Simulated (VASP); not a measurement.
Wanted: the native input for a VASP 6.6.1 run.

* Task: single point
* Functional: PBE
* Dispersion: D3(BJ)
* Potentials or basis: VASP PAW PBE potentials, release 64 (Cd, O)
* Cutoff: 520 eV
* k mesh: 2 × 2 × 1
* Occupations: fermi-dirac, width 0.15 eV
* Spin: no spin polarisation
* Dipole correction: no
* Further INCAR settings: ALGO = Normal; EDIFF = 1e-07; NBANDS = 87

The structure of Cd12O lies in POSCAR:

```
Cd12O
1.0
    5.9600000000      0.0000000000      0.0000000000
    2.9800000000      5.1615110000      0.0000000000
    0.0000000000      0.0000000000     16.6202800000
Cd O
12 1
Direct
    0.0000000000      0.0000000000      0.0601674581
    0.5000000000      0.0000000000      0.0601674581
   -0.0000043108      0.5000086215      0.0601674581
    0.4999956892      0.5000086215      0.0601674581
   -0.1967765151      0.3015396073      0.2582026296
    0.3043321402      0.3382149142      0.2169698705
   -0.1705990377      0.7940504244      0.1872170625
    0.3261616207      0.8283814565      0.2692433581
    0.0490689944     -0.0563594653      0.3897647934
    0.5398526343      0.0581806374      0.3847889446
    0.1709458284      0.4418667324      0.4429768933
    0.6832739700      0.5104319258      0.4254801965
    0.8461661165      0.8284395790      0.4904369842
```

These files were run (other wordings do the same):

INCAR

```
SYSTEM = Cd12O
ALGO = Normal
EDIFF = 1E-7
ENCUT = 520
GGA = PE
ISIF = 2
ISMEAR = -1
IVDW = 12
LASPH = .True.
LCHARG = .False.
LREAL = .False.
LWAVE = .False.
NBANDS = 87
NELM = 100
PREC = Accurate
SIGMA = 0.15
```

KPOINTS

```
k-points
0
Gamma
  2 2 1
  0 0 0
```

Potentials or basis: VASP PAW PBE potentials, release 64 (Cd, O).

Command:

```sh
$ cat potpaw_PBE.64/Cd/POTCAR potpaw_PBE.64/O/POTCAR > POTCAR
$ mpirun -np 1 vasp_std > vasp.out
```

Results of the run:

```yaml
Largest_force: 2.717 eV/Å
Band_gap_on_the_k_mesh: zero (bands 75 and 76 overlap by 0.59 eV)
Dispersion_energy_per_atom: -0.302 eV
```

Caveat: the k points lie up to 0.61 Å⁻¹ apart, too coarse for converged energies and pressures of a metal; there is no dipole correction, which matters where the two faces differ.

It took 6.5 min on 1 thread of Intel(R) Xeon(R) Platinum 8375C CPU @ 2.90GHz (Ice Lake) (shared host), peak memory 0.64 GiB.
